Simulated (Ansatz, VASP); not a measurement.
CoO: VASP beside Ansatz

```
Co O
1.0
     0.00000    2.12453    2.12453
     2.12453    0.00000    2.12453
     2.12453    2.12453    0.00000
Co O
1 1
Direct
  0.00000 0.00000 0.00000
  0.50000 0.50000 0.50000
```

Alike in both runs: task single point; functional PBE; k mesh 14 × 14 × 14; occupations gaussian, width 0.05 eV; collinear spin.

|  | VASP | Ansatz |
| --- | --- | --- |
| version | VASP 6.6.1 | Ansatz 0.2.0 |
| potentials or method | VASP PAW PBE potentials, release 64 (Co, O), cutoff 520 eV | scalar-relativistic, plane waves, PAW |
| valence electrons in the cell | 15 | 23 |

Ansatz gave:

| Quantity | Value |
| --- | --- |
| gap on the k mesh at the Fermi level (eV) | none |
| pressure (GPa) | 0.0 |
| net moment per atom (μB) | 1.48 |
| size of the moment on the site where the two differ most (μB) | 2.51 |

Problem. What did VASP give for the same quantities?

Solution. gap on the k mesh at the Fermi level (eV): none; pressure (GPa): -0.5; net moment per atom (μB): 1.46; size of the moment on the site where the two differ most (μB): 2.57.

Site moments also hang on the region over which each program counts them. A gap of «none» marks a metal or a gap that the smearing closes. VASP's potentials hold 15 valence electrons a cell and Ansatz's 23, so a difference there can come from the potentials and not from the codes.
